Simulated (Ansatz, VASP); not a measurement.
**Two plane-wave programs on MgO**

```
Mg O
1.0
     2.65982    0.00000    0.00000
     0.00000    2.65982    0.00000
     0.00000    0.00000    2.65982
Mg O
1 1
Direct
  0.00000 0.00000 0.00000
  0.50000 0.50000 0.50000
```

Alike in both runs: task single point; functional PBE; k mesh 8 × 8 × 8; no spin polarisation.

|  | VASP | Ansatz |
| --- | --- | --- |
| version | VASP 6.6.1 | Ansatz 0.2.0 |
| potentials or method | VASP PAW PBE potentials, release 64 (Mg, O) | plane waves, PAW |
| plane-wave cutoff (eV) | 520 | 420 |
| occupations | gaussian, width 0.01 eV | fixed |
| valence electrons in the cell | 8 | 16 |

|  | VASP | Ansatz | Ansatz less VASP |
| --- | --- | --- | --- |
| gap on the k mesh at the Fermi level (eV) | 2.25 | 2.27 | +0.021 |
| pressure (GPa) | -0.7 | 0.0 | +0.72 |

VASP's potentials hold 8 valence electrons a cell and Ansatz's 16, so a difference there can come from the potentials and not from the codes.
